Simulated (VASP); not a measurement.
# BeTe (F-43m) in VASP: notebook

Aim: see how the results for BeTe move with the level of theory and the settings. Levels: PBE, LDA. Tasks: single point.

Program: VASP 6.6.1. These are calculated values, not measurements. Logs are shortened: lines on timing, memory, paths and dates and some standing lists are left out, and cuts for length are marked.

### Step 1. The cell of the first run

It takes space group F-43m (No. 216, cubic). The conventional cell has a = 5.657 Å, b = 5.657 Å, c = 5.657 Å, α = 90.00°, β = 90.00°, γ = 90.00°. Be (site symmetry -43m) has 4 Te at 2.45 Å within 3.2 Å. Within 3.2 Å of Te (site symmetry -43m) lie 4 Be at 2.45 Å.

### Step 2. Single point, PBE

Input file INCAR:

```
PREC = Accurate ; ENCUT = 520
EDIFF = 1E-6 ; ISMEAR = 0
SIGMA = 0.01 ; LREAL = False
LASPH = True ; NELM = 80
ALGO = Normal ; ISIF = 2
LWAVE = False ; LCHARG = False
GGA = PE ; NBANDS = 11
```

Input file KPOINTS:

```
regular mesh
0
Gamma
  4 4 4
```

Input file POSCAR:

```
BeTe
1.0
    0.0000000000      2.8286228801      2.8286228801
    2.8286228801      0.0000000000      2.8286228801
    2.8286228801      2.8286228801      0.0000000000
Be Te
1 1
Direct
    0.0000000000      0.0000000000      0.0000000000
    0.2500000000      0.2500000000      0.2500000000
```

Potentials or basis: VASP PAW PBE potentials, release 64 (Be, Te).

Launch:

```sh
$ cat potpaw_PBE.64/Be/POTCAR potpaw_PBE.64/Te/POTCAR > POTCAR
$ mpirun -np 1 vasp_std > vasp.out
```

OUTCAR:

```text
PREC = Accurate
   ENCUT = 520
   EDIFF = 1E-6
   ISMEAR = 0
   LREAL = False
   LASPH = True
   NELM = 80
   ISIF = 2
   GGA = PE

 ion  position               nearest neighbor table
   1  0.000  0.000  0.000-   2 2.45   2 2.45   2 2.45   2 2.45
   2  0.250  0.250  0.250-   1 2.45   1 2.45   1 2.45   1 2.45

  LATTYP: Found a face centered cubic cell.
 ALAT       =     5.6572457602

  Lattice vectors:

 A1 = (   0.0000000000,   2.8286228801,   2.8286228801)
 A2 = (   2.8286228801,   0.0000000000,   2.8286228801)
 A3 = (   2.8286228801,   2.8286228801,   0.0000000000)

Analysis of symmetry for initial positions (statically):
=====================================================================
 Subroutine PRICEL returns:
 Original cell was already a primitive cell.

 Routine SETGRP: Setting up the symmetry group for a
 face centered cubic supercell.

 Subroutine GETGRP returns: Found 24 space group operations
 (whereof 24 operations were pure point group operations)
 out of a pool of 48 trial point group operations.

The static configuration has the point symmetry T_d .

Analysis of symmetry for dynamics (positions and initial velocities):
=====================================================================
 Subroutine PRICEL returns:
 Original cell was already a primitive cell.

 Routine SETGRP: Setting up the symmetry group for a
 face centered cubic supercell.

 Subroutine GETGRP returns: Found 24 space group operations
 (whereof 24 operations were pure point group operations)
 out of a pool of 48 trial point group operations.

The dynamic configuration has the point symmetry T_d .

 Subroutine INISYM returns: Found 24 space group operations
 (whereof 24 operations are pure point group operations),
 and found     1 'primitive' translations

----------------------------------------------------------------------------------------

                                     Primitive cell

  volume of cell :      45.2642

  direct lattice vectors                    reciprocal lattice vectors
     0.000000000  2.828622880  2.828622880    -0.176764461  0.176764461  0.176764461
     2.828622880  0.000000000  2.828622880     0.176764461 -0.176764461  0.176764461
     2.828622880  2.828622880  0.000000000     0.176764461  0.176764461 -0.176764461

  length of vectors
     4.000276840  4.000276840  4.000276840     0.306165028  0.306165028  0.306165028

  position of ions in fractional coordinates (direct lattice)
     0.000000000  0.000000000  0.000000000
     0.250000000  0.250000000  0.250000000

  ion indices of the primitive-cell ions
   primitive index   ion index
                 1           1
                 2           2

----------------------------------------------------------------------------------------

 KPOINTS: regular mesh

Automatic generation of k-mesh.
 Grid dimensions read from file:
 generate k-points for:    4    4    4

 Generating k-lattice:

  Cartesian coordinates                     Fractional coordinates (reciprocal lattice)
    -0.044191115  0.044191115  0.044191115     0.250000000  0.000000000  0.000000000
     0.044191115 -0.044191115  0.044191115     0.000000000  0.250000000  0.000000000
     0.044191115  0.044191115 -0.044191115     0.000000000  0.000000000  0.250000000

  Length of vectors
     0.076541257  0.076541257  0.076541257

  Shift w.r.t. Gamma in fractional coordinates (k-lattice)
     0.000000000  0.000000000  0.000000000

 Subroutine IBZKPT returns following result:
 ===========================================

 Found      8 irreducible k-points:

 Following reciprocal coordinates:
            Coordinates               Weight
  0.000000  0.000000  0.000000      1.000000
  0.250000  0.000000  0.000000      8.000000
  0.500000  0.000000  0.000000      4.000000
  0.250000  0.250000  0.000000      6.000000
  0.500000  0.250000  0.000000     24.000000
 -0.250000  0.250000  0.000000     12.000000
  0.500000  0.500000  0.000000      3.000000
 -0.250000  0.500000  0.250000      6.000000
   k-points           NKPTS =      8   k-points in BZ     NKDIM =      8   number of bands    NBANDS=     11
   number of dos      NEDOS =    301   number of ions     NIONS =      2
   total plane-waves  NPLWV =  27000
   dimension x,y,z NGX =    30 NGY =   30 NGZ =   30
   dimension x,y,z NGXF=    60 NGYF=   60 NGZF=   60
   ions per type =               1   1
   NGX,Y,Z   is equivalent  to a cutoff of  12.47, 12.47, 12.47 a.u.
   NGXF,Y,Z  is equivalent  to a cutoff of  24.94, 24.94, 24.94 a.u.
 SYSTEM =  unknown system
   PREC   = accura    normal or accurate (medium, high low for compatibility)
   ISTART =      0    job   : 0-new  1-cont  2-samecut
   ICHARG =      2    charge: 1-file 2-atom 10-const
   ISPIN  =      1    spin polarized calculation?
   LNONCOLLINEAR =      F non collinear calculations
   LSORBIT =      F    spin-orbit coupling
   LASPH  =      T    aspherical Exc in radial PAW
   ENCUT  =  520.0 eV  38.22 Ry    6.18 a.u.   7.44  7.44  7.44*2*pi/ulx,y,z
   NELM   =     80;   NELMIN=  2; NELMDL= -5     # of ELM steps
   EDIFF  = 0.1E-05   stopping-criterion for ELM
   LREAL  =      F    real-space projection
   EDIFFG = 0.1E-04   stopping-criterion for IOM
   NSW    =      0    number of steps for IOM
   IBRION =     -1    ionic relax: 0-MD 1-quasi-New 2-CG
   NFREE  =      0    steps in history (QN), initial steepest desc. (CG)
   ISIF   =      2    stress and relaxation
   ISYM   =      2    0-nonsym 1-usesym 2-fastsym
   POTIM  = 0.5000    time-step for ionic-motion
   TEBEG  =    0.0;   TEEND  =   0.0 temperature during run
   PSTRESS=    0.0 pullay stress
   NELECT =       8.0000    total number of electrons
   NUPDOWN=      -1.0000    fix difference up-down
   EMIN   =  10.00;   EMAX   =-10.00  energy-range for DOS
   EFERMI =   0.00;   METHOD = LEGACY
   ISMEAR =     0;   SIGMA  =   0.01  broadening in eV -4-tet -1-fermi 0-gaus
   EFERMI_NEDOS =   21; number of points for ismear=-14 and -15
   IALGO  =     38    algorithm
   IMIX   =      4    mixing-type and parameters
     AMIX     =   0.40;   BMIX     =  1.00
     AMIX_MAG =   1.60;   BMIX_MAG =  1.00
  volume/ion in A,a.u.               =      22.63       152.73
  Fermi-wavevector in a.u.,A,eV,Ry     =   0.918727  1.736142 11.484122  0.844059
  Thomas-Fermi vector in A             =   2.043841
   LORBIT       =      0    0 simple, 1 ext, 2 COOP (PROOUT), +10 PAW based schemes
   GGA     = PE    functional components
   LHFCALC =     F    Hartree Fock is set to
   AEXX    =    0.0000 exact exchange contribution
   IVDW    =     0    specifies the selected vdW correction
   LEPSILON=     F    determine dielectric tensor
   LRPA    =     F    only Hartree local field effects (RPA)
 non-spin polarized calculation
 Gauss-broadening in eV      SIGMA  =   0.01
  energy-cutoff  :      520.00
  volume of cell :       45.26
 maximum number of plane-waves:      1243
 NGX is ok and might be reduce to    30
   NGX = 15   NGY = 15   NGZ = 15

 number of electron       8.0000000 magnetization

 Free energy of the ion-electron system (eV)
  ---------------------------------------------------
  ext. energy  EPLUGINS =         0.00000000
  ---------------------------------------------------
  free energy    TOTEN  =        -7.54720697 eV

  energy without entropy =       -7.54720697  energy(sigma->0) =       -7.54720697

 E-fermi :   5.0867     XC(G=0):  -8.9893

 val. band max:        4.9691531589   @ k =   0.0000   0.0000   0.0000
 cond. band min:       6.9658357231   @ k =   0.5000   0.5000   0.0000
 fundamental gap:      1.9966825643
 Fermi energy:         5.0866622933

 k-point     1 :       0.0000    0.0000    0.0000
  band No.  band energies     occupation
      1      -7.2384      2.00000
      2       4.9692      2.00000
      3       4.9692      2.00000
      4       4.9692      2.00000
      5       8.5774      0.00000
      6       8.5774      0.00000
      7       8.5774      0.00000
      8       8.6914      0.00000
      9      13.2604      0.00000
     10      15.1753      0.00000
     11      15.1753      0.00000

 k-point     2 :       0.2500    0.0000    0.0000
  band No.  band energies     occupation
      1      -6.6939      2.00000
      2       1.6914      2.00000
      3       4.3078      2.00000
      4       4.3078      2.00000
      5       8.2455      0.00000
      6       9.4403      0.00000
      7       9.4403      0.00000
      8      11.9268      0.00000
      9      13.9878      0.00000
     10      13.9878      0.00000
     11      14.0016      0.00000

 k-point     3 :       0.5000    0.0000    0.0000
  band No.  band energies     occupation
      1      -5.9240      2.00000
      2      -0.4934      2.00000
      3       3.8563      2.00000
      4       3.8563      2.00000
      5       8.0023      0.00000
      6       9.5530      0.00000
      7       9.5530      0.00000
      8      12.7852      0.00000
      9      15.8436      0.00000
     10      16.4131      0.00000
     11      16.4131      0.00000

 k-point     4 :       0.2500    0.2500    0.0000
  band No.  band energies     occupation
      1      -6.5083      2.00000
      2       2.0956      2.00000
      3       3.3195      2.00000
      4       3.3195      2.00000
      5       7.5816      0.00000
      6       9.3491      0.00000
      7      11.3664      0.00000
      8      11.3664      0.00000
      9      13.5370      0.00000
     10      15.6974      0.00000
     11      16.1420      0.00000

 k-point     5 :       0.5000    0.2500    0.0000
  band No.  band energies     occupation
      1      -5.7167      2.00000
      2       0.1854      2.00000
      3       2.0265      2.00000
      4       2.9856      2.00000
      5       7.9372      0.00000
      6      10.4755      0.00000
      7      11.4342      0.00000
      8      11.7746      0.00000
      9      15.2741      0.00000
     10      16.6824      0.00000
     11      17.2527      0.00000

 k-point     6 :      -0.2500    0.2500    0.0000
  band No.  band energies     occupation
      1      -5.9929      2.00000
      2       0.6670      2.00000
      3       1.8519      2.00000
      4       3.7841      2.00000
      5       8.7076      0.00000
      6      10.4674      0.00000
      7      11.0931      0.00000
      8      11.5476      0.00000
      9      13.3643      0.00000
     10      14.7824      0.00000
     11      17.2676      0.00000

 k-point     7 :       0.5000    0.5000    0.0000
  band No.  band energies     occupation
      1      -5.4436      2.00000
      2      -0.0819      2.00000
      3       2.3692      2.00000
      4       2.3692      2.00000
      5       6.9658      0.00000
      6       7.6437      0.00000
      7      14.5812      0.00000
      8      14.5812      0.00000
      9      16.4280      0.00000
     10      17.8380      0.00000
     11      18.3256      0.00000

 k-point     8 :      -0.2500    0.5000    0.2500
  band No.  band energies     occupation
      1      -5.4114      2.00000
      2       0.4346      2.00000
      3       1.3412      2.00000
      4       1.8203      2.00000
      5      10.2431      0.00000
      6      10.4854      0.00000
      7      10.5164      0.00000
      8      11.0846      0.00000
      9      15.7801      0.00000
     10      16.5808      0.00000
     11      17.7245      0.00000

------------------------ aborting loop because EDIFF is reached ----------------------------------------

  FORCE on cell =-STRESS in cart. coord.  units (eV):
  Direction    XX          YY          ZZ          XY          YZ          ZX
  --------------------------------------------------------------------------------------
  -------------------------------------------------------------------------------------
  Total        0.2181539      0.2181539      0.2181539      0.0000000      0.0000000      0.0000000
  in kB        7.7217968      7.7217968      7.7217968      0.0000000      0.0000000      0.0000000
  external PRESSURE =       7.7217968 kB  Pullay stress =       0.0000000 kB

 VOLUME and BASIS-vectors are now :
 -----------------------------------------------------------------------------
  energy-cutoff  :      520.00
  volume of cell :       45.26
      direct lattice vectors                 reciprocal lattice vectors
     0.000000000  2.828622880  2.828622880    -0.176764461  0.176764461  0.176764461
     2.828622880  0.000000000  2.828622880     0.176764461 -0.176764461  0.176764461
     2.828622880  2.828622880  0.000000000     0.176764461  0.176764461 -0.176764461

 POSITION                                       TOTAL-FORCE (eV/Angst)
 -----------------------------------------------------------------------------------
      0.00000      0.00000      0.00000         0.000000      0.000000      0.000000
      1.41431      1.41431      1.41431        -0.000000     -0.000000     -0.000000
 -----------------------------------------------------------------------------------
    total drift:                                0.000000      0.000000      0.000000

  FREE ENERGIE OF THE ION-ELECTRON SYSTEM (eV)
  ---------------------------------------------------
  free  energy   TOTEN  =        -7.5472069737 eV

  energy  without entropy=       -7.5472069737  energy(sigma->0) =       -7.54720697
```

Run time: 7.9 s. Hardware: 1 thread of Intel Xeon Platinum 8488C (Sapphire Rapids), shared host; peak memory 0.16 GiB.

What came out:

| Property | Result |
| --- | --- |
| Free energy | -7.5472 eV |
| Pressure | 0.8 GPa |
| Band gap on the k mesh | 2.00 eV, indirect (least direct gap 3.61 eV) |

Caveat: the k points lie up to 0.48 Å⁻¹ apart; spin-orbit coupling is left out, which moves the levels of the heavy elements. As with any semilocal functional, this PBE gap is likely too small.

### Step 3. Single point, LDA

Input file INCAR:

```
ALGO = Normal
EDIFF = 1E-6
ENCUT = 520
ISIF = 2
ISMEAR = 0
LASPH = True
LCHARG = True
LELF = True
LREAL = False
LVHAR = True
LWAVE = False
NBANDS = 11
NELM = 100
PREC = Accurate
SIGMA = 0.01
```

Input file KPOINTS:

```
k-points
0
Gamma
  4 4 4
```

POSCAR is that of step 2.

Potentials or basis: VASP PAW LDA potentials, release 64 (Be, Te).

Launch:

```sh
$ cat potpaw_LDA.64/Be/POTCAR potpaw_LDA.64/Te/POTCAR > POTCAR
$ mpirun -np 1 vasp_std > vasp.out
```

Run time: 7.7 s. Hardware: 1 thread of Intel Xeon Platinum 8488C (Sapphire Rapids), shared host; peak memory 0.14 GiB.

The run converged. Its results:

| Property | Result |
| --- | --- |
| Free energy | -8.6272 eV |
| Pressure | -2.5 GPa |
| Band gap on the k mesh | 1.88 eV, indirect (least direct gap 3.58 eV) |

Levels at points of the mesh, in eV from the valence-band top:
| k point | band 1 | band 2 | band 3 | band 4 | band 5 | band 6 | band 7 | band 8 | band 9 |
| --- | --- | --- | --- | --- | --- | --- | --- | --- | --- |
| (0.00, 0.00, 0.00) | -12.23 | 0.00 | 0.00 | 0.00 | 3.58 | 3.58 | 3.58 | 3.62 | 8.13 |
| (0.50, 0.00, 0.00) | -10.93 | -5.46 | -1.11 | -1.11 | 3.00 | 4.54 | 4.54 | 7.63 | 10.66 |
| (0.50, 0.50, 0.00) | -10.46 | -5.02 | -2.60 | -2.60 | 1.88 | 2.65 | 9.50 | 9.50 | 11.27 |

Caveat: the k points lie up to 0.48 Å⁻¹ apart; spin-orbit coupling is left out, which moves the levels of the heavy elements. A k mesh can miss the band edges.

### Step 4. Single point, PBE

Input file INCAR:

```
SYSTEM = BeTe
PREC     = Accurate       ! precision mode
ENCUT    = 520            ! plane-wave cutoff, eV
EDIFF    = 1E-6           ! SCF threshold, eV
ISMEAR   = 0              ! smearing method
SIGMA    = 0.01           ! smearing width, eV
LREAL    = .FALSE.        ! projectors in reciprocal space
LASPH    = .TRUE.         ! aspherical terms in the spheres
NELM     = 80             ! most SCF steps
ALGO     = Normal         ! electronic algorithm
ISIF     = 2              ! what is computed and relaxed
LWAVE    = .FALSE.        ! write WAVECAR
LCHARG   = .FALSE.        ! write CHGCAR
GGA      = PE             ! functional
NBANDS   = 11             ! bands
```

Input file KPOINTS:

```
Automatic mesh
0
G
  4 4 4
  0 0 0
```

POSCAR is that of step 3.

Potentials or basis: VASP PAW PBE potentials, release 64 (Be, Te).

Launch:

```sh
$ cat potpaw_PBE.64/Be/POTCAR potpaw_PBE.64/Te/POTCAR > POTCAR
$ mpirun -np 1 vasp_std > vasp.out
```

Run time: 8.8 s. Hardware: 1 thread of Intel Xeon Platinum 8488C (Sapphire Rapids), shared host; peak memory 0.16 GiB.

Results (log left out):

```yaml
Free_energy: -7.5472 eV
Pressure: 0.8 GPa
Band_gap_on_the_k_mesh: 2.00 eV, indirect (least direct gap 3.61 eV)
```

Levels at points of the mesh, in eV from the valence-band top:
```csv
k point,band 1,band 2,band 3,band 4,band 5,band 6,band 7,band 8
"(0.00, 0.00, 0.00)",-12.21,0.00,0.00,0.00,3.61,3.61,3.61,3.72
"(0.50, 0.00, 0.00)",-10.89,-5.46,-1.11,-1.11,3.03,4.58,4.58,7.82
"(0.50, 0.50, 0.00)",-10.41,-5.05,-2.60,-2.60,2.00,2.67,9.61,9.61
```

Caveat: the k points lie up to 0.48 Å⁻¹ apart; spin-orbit coupling is left out, which moves the levels of the heavy elements.
